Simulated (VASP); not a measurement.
Set up this calculation in VASP 6.6.1, as the native input.

```yaml
Task: single point
Functional: PBEsol
Potentials_or_basis: VASP PAW PBE potentials, release 64 (W_sv, V_sv, C)
Cutoff: 520 eV
k_mesh: 9 × 9 × 9
Occupations: fermi-dirac, width 0.05 eV
Spin: collinear spin, ferromagnetic start
Starting_moments: "[0.0, 4.0, 0.0, 0.0] μB"
Fixed_moment: 4 μB
Dipole_correction: no
Further_INCAR_settings: ALGO = Normal; EDIFF = 1e-06; NBANDS = 30
```

The structure of VWC2 lies in POSCAR:

```
VWC2
1.0
    1.5170411163      0.8758640969      4.9338931930
   -1.5170411163      0.8758640969      4.9338931930
    0.0000000000     -1.7517281937      4.9338931930
W V C
1 1 2
Direct
    0.0000000000      0.0000000000      0.0000000000
    0.5000000000      0.5000000000      0.5000000000
    0.2464940000      0.2464940000      0.2464940000
    0.7535060000      0.7535060000      0.7535060000
```

These files were run (other wordings do the same):

INCAR

```
ALGO = Normal
EDIFF = 1E-6
ENCUT = 520
GGA = PS
ISIF = 2
ISMEAR = -1
ISPIN = 2
LASPH = True
LCHARG = False
LMAXMIX = 4
LORBIT = 11
LREAL = False
LWAVE = False
MAGMOM = 0 4 0 0
NBANDS = 30
NELM = 150
NUPDOWN = 4.0
PREC = Accurate
SIGMA = 0.05
```

KPOINTS

```
k-points
0
Gamma
  9 9 9
```

Potentials or basis: VASP PAW PBE potentials, release 64 (W_sv, V_sv, C).

Run with:

```console
$ cat potpaw_PBE.64/W_sv/POTCAR potpaw_PBE.64/V_sv/POTCAR potpaw_PBE.64/C/POTCAR > POTCAR
$ mpirun -np 1 vasp_std > vasp.out
```

Results of the run:

The pressure is 12.9 GPa, the largest force is 0.729 eV/Å and the net moment is 4.00 μB per cell. The site moments are W +1.00; V +1.89; C +0.21 μB. The valence electrons inside the program's atomic spheres are W 12.17; V 11.79; C 2.41.

Caveat: the PAW data sets were made with another functional, which shifts forces and pressure a little; the total moment is fixed, so each spin has its own Fermi level.

It took 6.3 min on 1 thread of Intel Xeon 6975P-C (shared host), peak memory 0.4 GiB.
